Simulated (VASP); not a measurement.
# PbO (F-43m) in VASP: further runs, part 2 of 2

VASP 6.6.1. Earlier steps stand in the parts before.

## Step 4: Single point, PBE

This run uses another cell than the first one, of 22.72 Å³/atom.

INCAR

```
SYSTEM = PbO
PREC     = Accurate       ! precision mode
ENCUT    = 520            ! plane-wave cutoff, eV
EDIFF    = 1E-6           ! SCF threshold, eV
ISMEAR   = 0              ! smearing method
SIGMA    = 0.02           ! smearing width, eV
LREAL    = .FALSE.        ! projectors in reciprocal space
LASPH    = .TRUE.         ! aspherical terms in the spheres
NELM     = 80             ! most SCF steps
ALGO     = Normal         ! electronic algorithm
ISIF     = 2              ! what is computed and relaxed
LWAVE    = .FALSE.        ! write WAVECAR
LCHARG   = .FALSE.        ! write CHGCAR
GGA      = PE             ! functional
NBANDS   = 17             ! bands
```

KPOINTS

```
regular mesh
0
G
  12 12 12
  0 0 0
```

POSCAR

```
PbO
1.0
    0.0000000000      2.8320848751      2.8320848751
    2.8320848751      0.0000000000      2.8320848751
    2.8320848751      2.8320848751      0.0000000000
Pb O
1 1
Direct
    0.0000000000      0.0000000000      0.0000000000
    0.2500000000      0.2500000000      0.2500000000
```

Potentials or basis: VASP PAW PBE potentials, release 64 (Pb_d, O).

On the command line:

```
$ cat potpaw_PBE.64/Pb_d/POTCAR potpaw_PBE.64/O/POTCAR > POTCAR
$ mpirun -np 1 vasp_std > vasp.out
```

OUTCAR:

```text
SYSTEM = PbO
   PREC = Accurate
   ENCUT = 520
   EDIFF = 1E-6
   ISMEAR = 0
   LREAL = .FALSE.
   LASPH = .TRUE.
   NELM = 80
   ISIF = 2
   GGA = PE

 ion  position               nearest neighbor table
   1  0.000  0.000  0.000-   2 2.45   2 2.45   2 2.45   2 2.45
   2  0.250  0.250  0.250-   1 2.45   1 2.45   1 2.45   1 2.45

  LATTYP: Found a face centered cubic cell.
 ALAT       =     5.6641697502

  Lattice vectors:

 A1 = (   0.0000000000,   2.8320848751,   2.8320848751)
 A2 = (   2.8320848751,   0.0000000000,   2.8320848751)
 A3 = (   2.8320848751,   2.8320848751,   0.0000000000)

Analysis of symmetry for initial positions (statically):
=====================================================================
 Subroutine PRICEL returns:
 Original cell was already a primitive cell.

 Routine SETGRP: Setting up the symmetry group for a
 face centered cubic supercell.

 Subroutine GETGRP returns: Found 24 space group operations
 (whereof 24 operations were pure point group operations)
 out of a pool of 48 trial point group operations.

The static configuration has the point symmetry T_d .

Analysis of symmetry for dynamics (positions and initial velocities):
=====================================================================
 Subroutine PRICEL returns:
 Original cell was already a primitive cell.

 Routine SETGRP: Setting up the symmetry group for a
 face centered cubic supercell.

 Subroutine GETGRP returns: Found 24 space group operations
 (whereof 24 operations were pure point group operations)
 out of a pool of 48 trial point group operations.

The dynamic configuration has the point symmetry T_d .

 Subroutine INISYM returns: Found 24 space group operations
 (whereof 24 operations are pure point group operations),
 and found     1 'primitive' translations

----------------------------------------------------------------------------------------

                                     Primitive cell
[... 110 lines left out ...]
     AMIX     =   0.40;   BMIX     =  1.00
     AMIX_MAG =   1.60;   BMIX_MAG =  1.00
  volume/ion in A,a.u.               =      22.72       153.29
  Fermi-wavevector in a.u.,A,eV,Ry     =   1.245380  2.353427 21.102247  1.550971
  Thomas-Fermi vector in A             =   2.379605
   LORBIT       =      0    0 simple, 1 ext, 2 COOP (PROOUT), +10 PAW based schemes
   GGA     = PE    functional components
   LHFCALC =     F    Hartree Fock is set to
   AEXX    =    0.0000 exact exchange contribution
   IVDW    =     0    specifies the selected vdW correction
   LEPSILON=     F    determine dielectric tensor
   LRPA    =     F    only Hartree local field effects (RPA)
 non-spin polarized calculation
 Gauss-broadening in eV      SIGMA  =   0.02
  energy-cutoff  :      520.00
  volume of cell :       45.43
 maximum number of plane-waves:      1245
 NGX is ok and might be reduce to    30
   NGX = 15   NGY = 15   NGZ = 15

 number of electron      20.0000011 magnetization

 Free energy of the ion-electron system (eV)
  ---------------------------------------------------
  ext. energy  EPLUGINS =         0.00000000
  ---------------------------------------------------
  free energy    TOTEN  =       -10.35511642 eV

  energy without entropy =      -10.35511642  energy(sigma->0) =      -10.35511642

 E-fermi :   4.4143     XC(G=0):  -9.1581

 val. band max:        4.2998063850   @ k =  -0.2500   0.5000   0.2500
 cond. band min:       4.8223982338   @ k =   0.5000   0.5000   0.0000
 fundamental gap:      0.5225918488
 Fermi energy:         4.4142706946

 k-point     1 :       0.0000    0.0000    0.0000
  band No.  band energies     occupation
      1     -13.1052      2.00000
      2     -12.0482      2.00000
      3     -12.0482      2.00000
      4     -12.0482      2.00000
      5     -11.9662      2.00000
      6     -11.9662      2.00000
[... 457 lines left out ...]
      4     -11.9461      2.00000
      5     -11.9366      2.00000
      6     -11.2739      2.00000
[... 9 lines left out ...]
     16      16.2508      0.00000
     17      18.3841      0.00000

 [... further k-points ...]

------------------------ aborting loop because EDIFF is reached ----------------------------------------

  FORCE on cell =-STRESS in cart. coord.  units (eV):
  Direction    XX          YY          ZZ          XY          YZ          ZX
  --------------------------------------------------------------------------------------
  -------------------------------------------------------------------------------------
  Total       -0.0061735     -0.0061735     -0.0061735      0.0000000     -0.0000000      0.0000000
  in kB       -0.2177174     -0.2177174     -0.2177174      0.0000000     -0.0000000      0.0000000
  external PRESSURE =      -0.2177174 kB  Pullay stress =       0.0000000 kB

 VOLUME and BASIS-vectors are now :
 -----------------------------------------------------------------------------
  energy-cutoff  :      520.00
  volume of cell :       45.43
      direct lattice vectors                 reciprocal lattice vectors
     0.000000000  2.832084875  2.832084875    -0.176548381  0.176548381  0.176548381
     2.832084875  0.000000000  2.832084875     0.176548381 -0.176548381  0.176548381
     2.832084875  2.832084875  0.000000000     0.176548381  0.176548381 -0.176548381

 POSITION                                       TOTAL-FORCE (eV/Angst)
 -----------------------------------------------------------------------------------
      0.00000      0.00000      0.00000         0.000000     -0.000000     -0.000000
      1.41604      1.41604      1.41604        -0.000000      0.000000      0.000000
 -----------------------------------------------------------------------------------
    total drift:                                0.000000      0.000000     -0.000000

  FREE ENERGIE OF THE ION-ELECTRON SYSTEM (eV)
  ---------------------------------------------------
  free  energy   TOTEN  =       -10.3551164241 eV

  energy  without entropy=      -10.3551164241  energy(sigma->0) =      -10.35511642
```

stdout:

```text
POSCAR found type information on POSCAR PbO
 POSCAR found :  2 types and       2 ions
 scaLAPACK will be used
 LDA part: xc-table for (Slater+PW92), standard interpolation
 POSCAR, INCAR and KPOINTS ok, starting setup
 FFT: planning ... GRIDC
 FFT: planning ... GRID_SOFT
 FFT: planning ... GRID
 WAVECAR not read
 entering main loop
```

It took 29 s on 1 thread of Intel Xeon 6975P-C (Granite Rapids), shared host; peak memory 0.2 GiB.

What came out:

```yaml
Free_energy: -10.3551 eV
Pressure: 0.0 GPa
Band_gap_on_the_k_mesh: 0.52 eV (least direct gap 0.70 eV)
```

Caveat: spin-orbit coupling is left out, which moves the levels of the heavy elements.

## Step 5: Relaxation of cell and atoms, PBE

This run uses another cell than the first one, of 22.79 Å³/atom.

INCAR

```
  ALGO = Normal
  EDIFF = 1E-6
  EDIFFG = -0.01
  ENCUT = 600
  GGA = PE
  IBRION = 2
  ISIF = 3
  ISMEAR = 0
  LASPH = T
  LCHARG = F
  LREAL = F
  LWAVE = F
  NELM = 60
  NSW = 100
  PREC = Accurate
  SIGMA = 0.02
```

KPOINTS

```
k-points
0
Gamma
  12 12 12
```

POSCAR

```
PbO
1.0
    0.0000000000      2.8351342135      2.8351342135
    2.8351342135      0.0000000000      2.8351342135
    2.8351342135      2.8351342135      0.0000000000
Pb O
1 1
Direct
    0.0000000000      0.0000000000      0.0000000000
    0.2500000000      0.2500000000      0.2500000000
```

On the command line:

```
$ cat potpaw_PBE.64/Pb_d/POTCAR potpaw_PBE.64/O/POTCAR > POTCAR
$ mpirun -np 1 vasp_std > vasp.out
```

Wall time 40 s (1 thread of Intel Xeon 6975P-C (Granite Rapids), shared host); peak memory 0.22 GiB.

Results (log left out):

| Property | Result |
| --- | --- |
| Free energy | -10.3569 eV |
| Relaxed volume | 22.67 Å³/atom |
| Relaxed cell | a = 4.003 Å, b = 4.003 Å, c = 4.003 Å, α = 60.00°, β = 60.00°, γ = 60.00° |
| Space group after relaxing (to 0.1 Å) | F-43m (No. 216) |
| Energy gained by relaxing | 0.1 meV/atom |
| Ionic steps | 2 |
| Pressure after relaxing | 0.1 GPa |
| Band gap on the k mesh | 0.52 eV (least direct gap 0.70 eV) |

The path:
```tsv
step	energy change (eV)	largest force (eV/Å)	pressure (GPa)	volume (Å³)
1	0.0000	0.0000	-0.25	45.58
2	-0.0001	0.0000	0.06	45.34
```

Final structure:
```
Pb O
1.0
     0.00000    2.83029    2.83029
     2.83029    0.00000    2.83029
     2.83029    2.83029    0.00000
Pb O
1 1
Cartesian
  5.6606 5.6606 5.6606
  1.4151 1.4151 1.4151
```

Levels at points of the mesh, in eV from the valence-band top:
```
           k point  band 6  band 7  band 8  band 9  band 10  band 11  band 12  band 13  band 14
(0.00, 0.00, 0.00)  -16.27   -6.83   -2.13   -2.13    -2.13     5.18     5.18     5.18     7.99
(0.50, 0.00, 0.00)  -15.64   -7.73   -2.57   -2.57    -2.15     2.45     5.38     5.38     8.71
(0.50, 0.50, 0.00)  -15.50   -7.73   -3.32   -3.32    -0.18     0.52     5.76     5.76     6.42
```

Caveat: spin-orbit coupling is left out, which moves the levels of the heavy elements. A k mesh can miss the band edges.

## Step 6: Overview

| task | cell | k mesh | cutoff (eV) | smearing | gap on the mesh (eV) | pressure (GPa) | relaxed volume (Å³/atom) |
| --- | --- | --- | --- | --- | --- | --- | --- |
| relaxation of cell and atoms | relaxed from a = 4.128 Å, angles 60.0°, 2 atoms | 6 × 6 × 6 | 600 | gaussian 0.1 eV | 0.56 | 0.0 | 22.68 |
| single point | a = 4.005 Å, angles 60.0°, 2 atoms | 12 × 12 × 12 | 520 | gaussian 0.02 eV | 0.52 | 0.0 | - |
| relaxation of cell and atoms | relaxed from a = 4.009 Å, angles 60.0°, 2 atoms | 12 × 12 × 12 | 600 | gaussian 0.02 eV | 0.52 | 0.1 | 22.67 |

Alike in all rows: level PBE; potentials or basis VASP PAW PBE potentials, release 64 (Pb_d, O); no spin polarisation.

Caveats: spin-orbit coupling is left out, which moves the levels of the heavy elements.

Total energies depend on the potentials used, so only differences within one code and one set of settings carry meaning.
